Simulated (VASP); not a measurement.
# KMgF3 (Pm-3m) in VASP: notebook, part 2 of 2

VASP 6.6.1.

## 3. Single point, PBEsol

This run uses another cell than the first one, of 10.00 Å³/atom.

Input file INCAR:

```
SYSTEM = KMgF3
ALGO     = Normal         ! electronic algorithm
EDIFF    = 1E-6           ! SCF threshold, eV
ENCUT    = 520            ! plane-wave cutoff, eV
GGA      = PS             ! functional
ISIF     = 2              ! what is computed and relaxed
ISMEAR   = -1             ! smearing method
LASPH    = .TRUE.         ! aspherical terms in the spheres
LCHARG   = .FALSE.        ! write CHGCAR
LREAL    = .FALSE.        ! projectors in reciprocal space
LWAVE    = .FALSE.        ! write WAVECAR
NBANDS   = 24             ! bands
NELM     = 80             ! most SCF steps
PREC     = Accurate       ! precision mode
SIGMA    = 0.05           ! smearing width, eV
```

Input file KPOINTS:

```
k-points
0
G
  7 7 7
  0 0 0
```

Input file POSCAR:

```
KMgF3
1.0
    3.6837151231      0.0000000000      0.0000000000
    0.0000000000      3.6837151231      0.0000000000
    0.0000000000      0.0000000000      3.6837151231
K Mg F
1 1 3
Direct
    0.5000000000      0.5000000000      0.5000000000
    0.0000000000      0.0000000000      0.0000000000
    0.0000000000      0.0000000000      0.5000000000
    0.0000000000      0.5000000000      0.0000000000
    0.5000000000      0.0000000000      0.0000000000
```

Potentials or basis: VASP PAW PBE potentials, release 64 (K_sv, Mg, F).

Launch:

```console
$ cat potpaw_PBE.64/K_sv/POTCAR potpaw_PBE.64/Mg/POTCAR potpaw_PBE.64/F/POTCAR > POTCAR
$ mpirun -np 1 vasp_std > vasp.out
```

OUTCAR:

```text
SYSTEM = KMgF3
   EDIFF = 1E-6
   ENCUT = 520
   GGA = PS
   ISIF = 2
   ISMEAR = -1
   LASPH = .TRUE.
   LREAL = .FALSE.
   NELM = 80
   PREC = Accurate

 ion  position               nearest neighbor table
   1  0.500  0.500  0.500-   3 2.60   4 2.60   5 2.60   4 2.60   5 2.60   3 2.60   5 2.60   5 2.60
                             3 2.60   4 2.60   4 2.60   3 2.60   2 3.19   2 3.19   2 3.19   2 3.19
   2  0.000  0.000  0.000-   3 1.84   4 1.84   5 1.84   3 1.84   4 1.84   5 1.84   1 3.19   1 3.19
                             1 3.19   1 3.19   1 3.19   1 3.19   1 3.19   1 3.19
   3  0.000  0.000  0.500-   2 1.84   2 1.84   1 2.60   1 2.60   1 2.60   1 2.60
   4  0.000  0.500  0.000-   2 1.84   2 1.84   1 2.60   1 2.60   1 2.60   1 2.60
   5  0.500  0.000  0.000-   2 1.84   2 1.84   1 2.60   1 2.60   1 2.60   1 2.60

  LATTYP: Found a simple cubic cell.
 ALAT       =     3.6837151231

  Lattice vectors:

 A1 = (   3.6837151231,   0.0000000000,   0.0000000000)
 A2 = (   0.0000000000,   3.6837151231,   0.0000000000)
 A3 = (   0.0000000000,   0.0000000000,   3.6837151231)

Analysis of symmetry for initial positions (statically):
=====================================================================
[... 176 lines left out ...]
 cond. band min:       8.8365174244   @ k =   0.0000   0.0000   0.0000
 fundamental gap:      9.1984352592
 Fermi energy:         0.8396851436

 k-point     1 :       0.0000    0.0000    0.0000
  band No.  band energies     occupation
      1     -25.4720      2.00000
      2     -21.0039      2.00000
      3     -20.0169      2.00000
      4     -20.0169      2.00000
      5      -9.0680      2.00000
      6      -9.0680      2.00000
[... 529 lines left out ...]
     23      17.3205      0.00000
     24      17.4579      0.00000

------------------------ aborting loop because EDIFF is reached ----------------------------------------

  FORCE on cell =-STRESS in cart. coord.  units (eV):
  Direction    XX          YY          ZZ          XY          YZ          ZX
  --------------------------------------------------------------------------------------
  -------------------------------------------------------------------------------------
  Total        9.4037107      9.4037107      9.4037107      0.0000000     -0.0000000      0.0000000
  in kB      301.4058876    301.4058876    301.4058876      0.0000000     -0.0000000      0.0000000
  external PRESSURE =     301.4058876 kB  Pullay stress =       0.0000000 kB

 VOLUME and BASIS-vectors are now :
 -----------------------------------------------------------------------------
  energy-cutoff  :      520.00
  volume of cell :       49.99
      direct lattice vectors                 reciprocal lattice vectors
     3.683715123  0.000000000  0.000000000     0.271465074  0.000000000  0.000000000
     0.000000000  3.683715123  0.000000000     0.000000000  0.271465074  0.000000000
     0.000000000  0.000000000  3.683715123     0.000000000  0.000000000  0.271465074

 POSITION                                       TOTAL-FORCE (eV/Angst)
 -----------------------------------------------------------------------------------
      1.84186      1.84186      1.84186         0.000000      0.000000      0.000000
      0.00000      0.00000      0.00000         0.000000      0.000000      0.000000
      0.00000      0.00000      1.84186         0.000000      0.000000      0.000000
      0.00000      1.84186      0.00000         0.000000      0.000000      0.000000
      1.84186      0.00000      0.00000         0.000000      0.000000      0.000000
 -----------------------------------------------------------------------------------
    total drift:                                0.000000      0.000000     -0.000000

  FREE ENERGIE OF THE ION-ELECTRON SYSTEM (eV)
  ---------------------------------------------------
  free  energy   TOTEN  =       -24.2294278912 eV

  energy  without entropy=      -24.2294278912  energy(sigma->0) =      -24.22942789
```

stdout:

```text
POSCAR found type information on POSCAR K MgF
 POSCAR found :  3 types and       5 ions
 scaLAPACK will be used
 -----------------------------------------------------------------------------
|                                                                             |
|                                                                             |
|     You enforced a specific xc type in the INCAR file but a different       |
|     I HOPE YOU KNOW WHAT YOU ARE DOING!                                     |
|                                                                             |
 -----------------------------------------------------------------------------

 LDA part: xc-table for (Slater+PW92), standard interpolation
 POSCAR, INCAR and KPOINTS ok, starting setup
 FFT: planning ... GRIDC
 FFT: planning ... GRID_SOFT
 FFT: planning ... GRID
 WAVECAR not read
 entering main loop
```

Wall time 41 s (1 thread of Intel Xeon 8259CL, shared host); peak memory 0.17 GiB.

What came out:

```
Free energy            : -24.2294 eV
Pressure               : 30.1 GPa
Band gap on the k mesh : 9.20 eV (least direct gap 9.44 eV)
```

Caveat: the cell stands under pressure; the PAW data sets were made with another functional, which shifts forces and pressure a little; an odd mesh through Γ misses points on the zone boundary, where band edges can lie.
